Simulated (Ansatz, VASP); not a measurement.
**CuH4 in VASP and in Ansatz**

```
Cu H
1.0
     3.18560   -2.96758    0.00000
     3.18560    2.96758    0.00000
     0.00000    0.00000    2.40937
Cu H
1 4
Direct
  0.00000 0.00000 0.00000
  0.74400 0.25600 0.00000
  0.25600 0.74400 0.00000
  0.82675 0.82675 0.50000
  0.17325 0.17325 0.50000
```

Change from the starting cell: ordered vacancies on the cation sites of rutile (Cmmm, No. 65).

Alike in both runs: functional PBE; k mesh 4 × 4 × 6; occupations gaussian, width 0.1 eV; no spin polarisation.

Ansatz relaxed the structure, and its values are those at the end. VASP's run is a single point on that final structure, the one shown.

```csv
,VASP,Ansatz
version,VASP 6.6.1,Ansatz 0.2.0
potentials or method,"VASP PAW PBE potentials, release 64 (Cu, H), cutoff 520 eV","scalar-relativistic, plane waves, PAW"
valence electrons in the cell,15,23
```

|  | VASP | Ansatz | Ansatz less VASP |
| --- | --- | --- | --- |
| gap on the k mesh at the Fermi level (eV) | none | none | - |
| pressure (GPa) | -0.1 | -0.1 | -0.04 |
| rms of the force components (eV/Å) | 0.015 | 0.002 | -0.0135 |

A gap of «none» marks a metal or a gap that the smearing closes. VASP's potentials hold 15 valence electrons a cell and Ansatz's 23, so a difference there can come from the potentials and not from the codes.

The k mesh is coarse, so the values compare programs but aren't converged.
